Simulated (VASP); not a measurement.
# AlN: single point with PBE

Crystal: AlN.

```xyz
4
Lattice="3.3121 0.0000 0.0000 -1.6561 2.8684 0.0000 0.0000 0.0000 4.1876" Properties=species:S:1:pos:R:3 pbc="T T T"
Al    0.0000    2.2123    2.8407
Al    1.6561    0.9561    1.0469
N     0.0000    1.9123    1.0469
N     1.6561    0.9561    3.1407
```

This cell differs from its parent crystal: atom 1 (Al) moved by (+0.300, -0.300) A along y and z.

```json
{
 "Program": "VASP 6.6.1",
 "Task": "single point",
 "Functional": "PBE",
 "Potentials or basis": "VASP PAW PBE potentials, release 64 (Al, N)",
 "Cutoff": "520 eV",
 "k mesh": "9 × 9 × 6",
 "Occupations": "gaussian, width 0.05 eV",
 "Spin": "no spin polarisation"
}
```

| Item | Value |
| --- | --- |
| Pressure | 14.5 GPa |
| Largest force | 8.367 eV/Å |
| Band gap on the k mesh | 3.27 eV, direct |

Forces in eV/Å, atoms in the order of the input:
```
Al   0.000 -7.790  3.054
Al   0.000  0.933 -2.326
N    0.000  0.512 -0.726
N    0.000  6.345 -0.002
```

Stress tensor (GPa, compression positive):
```
-6.41  0.00  0.00
 0.00 32.06  1.20
 0.00  1.20 17.98
```

Levels at points of the mesh, in eV from the valence-band top:
```csv
k point,band 6,band 7,band 8,band 9,band 10,band 11
"(0.00, 0.00, 0.00)",-1.68,-1.07,0.00,3.27,4.51,8.15
"(0.00, 0.00, 0.50)",-2.47,-2.21,-1.47,5.11,6.17,7.97
```

It took 2.9 min on 1 thread of AMD EPYC 7R43 64-Core Processor (Zen 3), with other jobs on the host, peak memory 0.17 GiB.

Caveat: the cell differs from its parent crystal (atom 1 (Al) moved by (+0.300, -0.300) A along y and z); forces of over 1 eV/Å act on the atoms, so gaps and moduli don't describe the material at rest.
